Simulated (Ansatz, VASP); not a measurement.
## Sn: VASP beside Ansatz

```
CELL_PARAMETERS angstrom
3.32797 3.32797 0.00000
-3.32797 3.32797 0.00000
0.00000 0.00000 6.65595
ATOMIC_POSITIONS crystal
Sn 0.25000 0.50000 0.37500
Sn 0.75000 0.00000 0.87500
Sn 0.25000 0.00000 0.12500
Sn 0.75000 0.50000 0.62500
```

Alike in both runs: task single point; functional PBE; k mesh 7 × 7 × 5; occupations fermi-dirac, width 0.02 eV; no spin polarisation.

```csv
,VASP,Ansatz
version,VASP 6.6.1,Ansatz 0.2.0
potentials or method,"VASP PAW PBE potentials, release 64 (Sn_d), cutoff 520 eV","all-electron LAPW, scalar-relativistic"
```

```csv
,VASP,Ansatz,Ansatz less VASP
pressure (GPa),0.0,0.0,+0.05
```

Ansatz ran all-electron here, and VASP with PAW potentials.
